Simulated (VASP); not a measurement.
# BN (P6_3/mmc) in VASP: a series of runs

BN is run at these levels: r2SCAN; tasks: single point.

All numbers are computed with VASP 6.6.1; they aren't measurements. Logs are shortened: lines on timing, memory, paths and dates and some standing lists are left out, and cuts for length are marked.

### Step 1. The cell of the first run

The structure is hexagonal, space group P6_3/mmc (No. 194). Conventional cell: a = 2.423 Å, b = 2.423 Å, c = 7.325 Å, α = 90.00°, β = 90.00°, γ = 120.00°. Within 1.9 Å of B (site symmetry -6m2) lie 3 N at 1.40 Å. N (site symmetry -6m2) has 3 B at 1.40 Å within 1.9 Å.

### Step 2. Single point, r2SCAN

The input, POSCAR:

```
BN
1.0
    2.4227680791      0.0000000000      0.0000000000
   -1.2113840396      2.0981787040      0.0000000000
    0.0000000000      0.0000000000      7.3251220465
B N
2 2
Direct
    0.3333333333      0.6666666667      0.2500000000
    0.6666666667      0.3333333333      0.7500000000
    0.3333333333      0.6666666667      0.7500000000
    0.6666666667      0.3333333333      0.2500000000
```

The input, INCAR.step1:

```
PREC = Accurate
ENCUT = 520
ISMEAR = 0
SIGMA = 0.05
LREAL = False
LASPH = True
NELM = 60
NBANDS = 16
GGA = PE
ALGO = Normal
EDIFF = 1E-4
LWAVE = True
LCHARG = False
```

The input, INCAR.step2:

```
PREC = Accurate
ENCUT = 520
EDIFF = 1E-6
ISMEAR = 0
SIGMA = 0.05
LREAL = False
LASPH = True
NELM = 60
ALGO = Normal
ISIF = 2
LWAVE = False
LCHARG = True
METAGGA = R2SCAN
LMIXTAU = True
LELF = True
LVHAR = True
NBANDS = 16
ISTART = 1
```

The input, KPOINTS:

```
regular mesh
0
Gamma
  12 12 4
```

Potentials or basis: VASP PAW PBE potentials, release 64 (B, N).

Started as:

```bash
$ cat potpaw_PBE.64/B/POTCAR potpaw_PBE.64/N/POTCAR > POTCAR
$ cp INCAR.step1 INCAR
$ mpirun -np 1 vasp_std > vasp.out
$ cp INCAR.step2 INCAR
$ mpirun -np 1 vasp_std > vasp.out
```

OUTCAR:

```text
PREC = Accurate
   ENCUT = 520
   EDIFF = 1E-6
   ISMEAR = 0
   LREAL = False
   LASPH = True
   NELM = 60
   ISIF = 2
   METAGGA = R2SCAN
   ISTART = 1

 ion  position               nearest neighbor table
   1  0.333  0.667  0.250-   4 1.40   4 1.40   4 1.40
   2  0.667  0.333  0.750-   3 1.40   3 1.40   3 1.40
   3  0.333  0.667  0.750-   2 1.40   2 1.40   2 1.40
   4  0.667  0.333  0.250-   1 1.40   1 1.40   1 1.40

  LATTYP: Found a hexagonal cell.
 ALAT       =     2.4227680791
 C/A-ratio  =     3.0234516088

  Lattice vectors:

 A1 = (   2.4227680791,   0.0000000000,   0.0000000000)
 A2 = (  -1.2113840396,   2.0981787040,   0.0000000000)
 A3 = (   0.0000000000,   0.0000000000,   7.3251220465)

Analysis of symmetry for initial positions (statically):
=====================================================================
 Subroutine PRICEL returns:
 Original cell was already a primitive cell.

 Routine SETGRP: Setting up the symmetry group for a
 hexagonal supercell.

 Subroutine GETGRP returns: Found 24 space group operations
 (whereof 12 operations were pure point group operations)
 out of a pool of 24 trial point group operations.

The static configuration has the point symmetry D_3d.
 The point group associated with its full space group is D_6h.

Analysis of symmetry for dynamics (positions and initial velocities):
=====================================================================
 Subroutine PRICEL returns:
 Original cell was already a primitive cell.

 Routine SETGRP: Setting up the symmetry group for a
 hexagonal supercell.

 Subroutine GETGRP returns: Found 24 space group operations
 (whereof 12 operations were pure point group operations)
 out of a pool of 24 trial point group operations.

The dynamic configuration has the point symmetry D_3d.
 The point group associated with its full space group is D_6h.

 Subroutine INISYM returns: Found 24 space group operations
 (whereof 12 operations are pure point group operations),
 and found     1 'primitive' translations

----------------------------------------------------------------------------------------

                                     Primitive cell

  volume of cell :      37.2365

  direct lattice vectors                    reciprocal lattice vectors
     2.422768079  0.000000000  0.000000000     0.412751022  0.238301913  0.000000000
    -1.211384040  2.098178704  0.000000000     0.000000000  0.476603827  0.000000000
     0.000000000  0.000000000  7.325122046     0.000000000  0.000000000  0.136516497

  length of vectors
     2.422768079  2.422768079  7.325122046     0.476603827  0.476603827  0.136516497

  position of ions in fractional coordinates (direct lattice)
     0.333333333  0.666666667  0.250000000
     0.666666667  0.333333333  0.750000000
     0.333333333  0.666666667  0.750000000
     0.666666667  0.333333333  0.250000000

  ion indices of the primitive-cell ions
   primitive index   ion index
                 1           1
                 2           2
                 3           3
                 4           4

----------------------------------------------------------------------------------------

 KPOINTS: regular mesh

Automatic generation of k-mesh.
 Grid dimensions read from file:
 generate k-points for:   12   12    4

 Generating k-lattice:

  Cartesian coordinates                     Fractional coordinates (reciprocal lattice)
     0.034395918  0.019858493  0.000000000     0.083333333 -0.000000000  0.000000000
     0.000000000  0.039716986  0.000000000     0.000000000  0.083333333  0.000000000
     0.000000000  0.000000000  0.034129124     0.000000000  0.000000000  0.250000000

  Length of vectors
     0.039716986  0.039716986  0.034129124

  Shift w.r.t. Gamma in fractional coordinates (k-lattice)
     0.000000000  0.000000000  0.000000000

 Subroutine IBZKPT returns following result:
 ===========================================

 Found     57 irreducible k-points:

 Following reciprocal coordinates:
            Coordinates               Weight
  0.000000  0.000000  0.000000      1.000000
  0.083333  0.000000  0.000000      6.000000
  0.166667 -0.000000  0.000000      6.000000
  0.250000  0.000000  0.000000      6.000000
  0.333333  0.000000  0.000000      6.000000
  0.416667 -0.000000  0.000000      6.000000
[... 16 lines left out ...]
  0.250000  0.000000  0.250000     12.000000
  0.333333  0.000000  0.250000     12.000000
 [... further k-points ...]
   k-points           NKPTS =     57   k-points in BZ     NKDIM =     57   number of bands    NBANDS=     16
   number of dos      NEDOS =    301   number of ions     NIONS =      4
   total plane-waves  NPLWV =  17496
   dimension x,y,z NGX =    18 NGY =   18 NGZ =   54
   dimension x,y,z NGXF=    36 NGYF=   36 NGZF=  108
   ions per type =               2   2
   NGX,Y,Z   is equivalent  to a cutoff of  12.35, 12.35, 12.26 a.u.
   NGXF,Y,Z  is equivalent  to a cutoff of  24.70, 24.70, 24.51 a.u.
 SYSTEM =  unknown system
   PREC   = accura    normal or accurate (medium, high low for compatibility)
   ISTART =      1    job   : 0-new  1-cont  2-samecut
   ICHARG =      0    charge: 1-file 2-atom 10-const
   ISPIN  =      1    spin polarized calculation?
   LNONCOLLINEAR =      F non collinear calculations
   LSORBIT =      F    spin-orbit coupling
   LASPH  =      T    aspherical Exc in radial PAW
   ENCUT  =  520.0 eV  38.22 Ry    6.18 a.u.   4.50  4.50 13.62*2*pi/ulx,y,z
   NELM   =     60;   NELMIN=  2; NELMDL=  0     # of ELM steps
   EDIFF  = 0.1E-05   stopping-criterion for ELM
   LREAL  =      F    real-space projection
   EDIFFG = 0.1E-04   stopping-criterion for IOM
   NSW    =      0    number of steps for IOM
   IBRION =     -1    ionic relax: 0-MD 1-quasi-New 2-CG
   NFREE  =      0    steps in history (QN), initial steepest desc. (CG)
   ISIF   =      2    stress and relaxation
   ISYM   =      2    0-nonsym 1-usesym 2-fastsym
   POTIM  = 0.5000    time-step for ionic-motion
   TEBEG  =    0.0;   TEEND  =   0.0 temperature during run
   PSTRESS=    0.0 pullay stress
   NELECT =      16.0000    total number of electrons
   NUPDOWN=      -1.0000    fix difference up-down
   EMIN   =  10.00;   EMAX   =-10.00  energy-range for DOS
   EFERMI =   0.00;   METHOD = LEGACY
   ISMEAR =     0;   SIGMA  =   0.05  broadening in eV -4-tet -1-fermi 0-gaus
   EFERMI_NEDOS =   21; number of points for ismear=-14 and -15
   IALGO  =     38    algorithm
   IMIX   =      4    mixing-type and parameters
     AMIX     =   0.40;   BMIX     =  1.00
     AMIX_MAG =   1.60;   BMIX_MAG =  1.00
  volume/ion in A,a.u.               =       9.31        62.82
  Fermi-wavevector in a.u.,A,eV,Ry     =   1.235355  2.334482 20.763877  1.526102
  Thomas-Fermi vector in A             =   2.370008
   LORBIT       =      0    0 simple, 1 ext, 2 COOP (PROOUT), +10 PAW based schemes
   METAGGA = R2SCAN    functional components
   LHFCALC =     F    Hartree Fock is set to
   AEXX    =    0.0000 exact exchange contribution
   IVDW    =     0    specifies the selected vdW correction
   LEPSILON=     F    determine dielectric tensor
   LRPA    =     F    only Hartree local field effects (RPA)
 non-spin polarized calculation
 Gauss-broadening in eV      SIGMA  =   0.05
  energy-cutoff  :      520.00
  volume of cell :       37.24
 maximum number of plane-waves:      1041
 NGX is ok and might be reduce to    18

 number of electron      16.0000005 magnetization

 Free energy of the ion-electron system (eV)
  ---------------------------------------------------
  ext. energy  EPLUGINS =         0.00000000
  ---------------------------------------------------
  free energy    TOTEN  =       -38.31154337 eV

  energy without entropy =      -38.31154337  energy(sigma->0) =      -38.31154337

 E-fermi :   1.9138     XC(G=0): -10.2739

 val. band max:        1.6693228511   @ k =   0.3333   0.3333   0.5000
 cond. band min:       6.6211779456   @ k =   0.0000   0.0000   0.0000
 fundamental gap:      4.9518550945
 Fermi energy:         1.9138230505

 k-point     1 :       0.0000    0.0000    0.0000
  band No.  band energies     occupation
      1     -17.6802      2.00000
      2     -17.5546      2.00000
      3      -4.8649      2.00000
      4      -3.5928      2.00000
      5       0.4304      2.00000
      6       0.4304      2.00000
[... 8 lines left out ...]
     15      15.1993      0.00000
     16      16.9789      0.00000

 k-point     2 :       0.0833    0.0000    0.0000
  band No.  band energies     occupation
      1     -17.5294      2.00000
      2     -17.4059      2.00000
      3      -4.6566      2.00000
      4      -3.3966      2.00000
      5      -0.1811      2.00000
      6      -0.1754      2.00000
[... 8 lines left out ...]
     15      15.6305      0.00000
     16      16.4199      0.00000

 k-point     3 :       0.1667   -0.0000    0.0000
  band No.  band energies     occupation
      1     -17.0850      2.00000
      2     -16.9682      2.00000
      3      -4.0398      2.00000
      4      -2.8183      2.00000
      5      -1.7408      2.00000
      6      -1.7337      2.00000
[... 8 lines left out ...]
     15      17.4074      0.00000
     16      17.4580      0.00000

 k-point     4 :       0.2500    0.0000    0.0000
  band No.  band energies     occupation
      1     -16.3759      2.00000
      2     -16.2705      2.00000
      3      -3.7322      2.00000
      4      -3.7170      2.00000
      5      -3.0438      2.00000
      6      -1.8961      2.00000
[... 8 lines left out ...]
     15      18.0617      0.00000
     16      20.0528      0.00000
[... 324 lines left out ...]
 k-point    22 :       0.1667   -0.0000    0.2500
  band No.  band energies     occupation
      1     -17.0682      2.00000
      2     -16.9856      2.00000
      3      -3.8844      2.00000
      4      -3.0275      2.00000
      5      -1.7373      2.00000
      6      -1.7313      2.00000
[... 8 lines left out ...]
     15      17.4147      0.00000
     16      17.4507      0.00000

 k-point    23 :       0.2500    0.0000    0.2500
  band No.  band energies     occupation
      1     -16.3607      2.00000
      2     -16.2862      2.00000
      3      -3.7341      2.00000
      4      -3.7217      2.00000
      5      -2.8904      2.00000
      6      -2.0846      2.00000
[... 8 lines left out ...]
     15      19.4971      0.00000
     16      20.0612      0.00000

 k-point    24 :       0.3333    0.0000    0.2500
  band No.  band energies     occupation
      1     -15.4630      2.00000
      2     -15.4011      2.00000
      3      -5.7253      2.00000
      4      -5.7071      2.00000
      5      -2.1452      2.00000
      6      -2.1309      2.00000
[... 8 lines left out ...]
     15      19.9573      0.00000
     16      21.6806      0.00000

 [... further k-points ...]
[... 5 lines left out ...]
  --------------------------------------------------------------------------------------
  -------------------------------------------------------------------------------------
  Total        8.6905678      8.6905678     -0.2684677     -0.0000000      0.0000000      0.0000000
  in kB      373.9293471    373.9293471    -11.5513681     -0.0000000      0.0000000      0.0000000
  external PRESSURE =     245.4357754 kB  Pullay stress =       0.0000000 kB

 VOLUME and BASIS-vectors are now :
 -----------------------------------------------------------------------------
  energy-cutoff  :      520.00
  volume of cell :       37.24
      direct lattice vectors                 reciprocal lattice vectors
     2.422768079  0.000000000  0.000000000     0.412751022  0.238301913  0.000000000
    -1.211384040  2.098178704  0.000000000     0.000000000  0.476603827  0.000000000
     0.000000000  0.000000000  7.325122046     0.000000000  0.000000000  0.136516497

 POSITION                                       TOTAL-FORCE (eV/Angst)
 -----------------------------------------------------------------------------------
     -0.00000      1.39879      1.83128         0.000000     -0.000000      0.000000
      1.21138      0.69939      5.49384        -0.000000     -0.000000      0.000000
     -0.00000      1.39879      5.49384         0.000000      0.000000      0.000000
      1.21138      0.69939      1.83128         0.000000     -0.000000      0.000000
 -----------------------------------------------------------------------------------
    total drift:                               -0.000000      0.000000      0.000000

  FREE ENERGIE OF THE ION-ELECTRON SYSTEM (eV)
  ---------------------------------------------------
  free  energy   TOTEN  =       -38.3115433684 eV

  energy  without entropy=      -38.3115433684  energy(sigma->0) =      -38.31154337
```

Run time: 88 s. Hardware: 1 thread of Intel Xeon 6975P-C (Granite Rapids), shared host; peak memory 0.16 GiB.

What came out:

* Free energy: -38.3115 eV
* Pressure: 24.5 GPa
* Band gap on the k mesh: 4.95 eV, indirect (least direct gap 5.65 eV)

Caveat: the PAW data sets were made with another functional, which shifts forces and pressure a little. A k mesh can miss the band edges.

### Step 3. Single point, r2SCAN

This run uses another cell than the first one, of the same volume but with other edges.

The input, POSCAR:

```
BN
1.0
    2.5352395061      0.0000000000      0.0000000000
   -1.2676197531      2.1955818169      0.0000000000
    0.0000000000      0.0000000000      6.6896063679
B N
2 2
Direct
    0.3333333333      0.6666666667      0.2500000000
    0.6666666667      0.3333333333      0.7500000000
    0.3333333333      0.6666666667      0.7500000000
    0.6666666667      0.3333333333      0.2500000000
```

The input, INCAR.step1:

```
PREC = Accurate
ENCUT = 520
ISMEAR = 0
SIGMA = 0.05
LREAL = F
LASPH = T
NELM = 80
NBANDS = 16
GGA = PE
ALGO = Normal
EDIFF = 1E-4
LWAVE = T
LCHARG = F
```

The input, INCAR.step2:

```
PREC = Accurate
ENCUT = 520
EDIFF = 1E-7
ISMEAR = 0
SIGMA = 0.05
LREAL = F
LASPH = T
NELM = 80
ALGO = Normal
ISIF = 2
LWAVE = F
LCHARG = T
METAGGA = R2SCAN
LMIXTAU = T
LELF = T
LVHAR = T
NBANDS = 16
ISTART = 1
```

The input, KPOINTS:

```
Automatic mesh
0
Gamma
  12 12 4
```

Potentials or basis: VASP PAW PBE potentials, release 64 (B, N).

Started as:

```bash
$ cat potpaw_PBE.64/B/POTCAR potpaw_PBE.64/N/POTCAR > POTCAR
$ cp INCAR.step1 INCAR
$ mpirun -np 1 vasp_std > vasp.out
$ cp INCAR.step2 INCAR
$ mpirun -np 1 vasp_std > vasp.out
```

Run time: 97 s. Hardware: 1 thread of Intel Xeon 6975P-C (Granite Rapids), shared host; peak memory 0.16 GiB.

Results (log left out):

* Free energy: -38.5543 eV
* Pressure: -8.8 GPa
* Band gap on the k mesh: 4.82 eV, indirect (least direct gap 5.23 eV)

Stress tensor (GPa, compression positive):
```
-13.47   0.00   0.00
  0.00 -13.47   0.00
  0.00   0.00   0.42
```

Levels at points of the mesh, in eV from the valence-band top:
```
           k point  band 4  band 5  band 6  band 7  band 8  band 9  band 10  band 11  band 12  band 13
(0.00, 0.00, 0.00)   -4.02   -1.39   -1.39   -1.35   -1.35    5.58    10.86    11.99    11.99    12.12
(0.50, 0.00, 0.00)   -9.03   -4.23   -4.16   -1.39   -0.41    4.82     6.22     9.86    10.25    13.12
(0.00, 0.00, 0.50)   -5.21   -1.37   -1.37   -1.37   -1.37    7.99     7.99    12.05    12.05    12.05
(0.50, 0.00, 0.50)   -9.08   -4.19   -4.19   -0.88   -0.88    5.27     5.27    10.23    10.23    14.08
```

Caveat: the PAW data sets were made with another functional, which shifts forces and pressure a little. A k mesh can miss the band edges.

(Continued in part 2 of 2.)
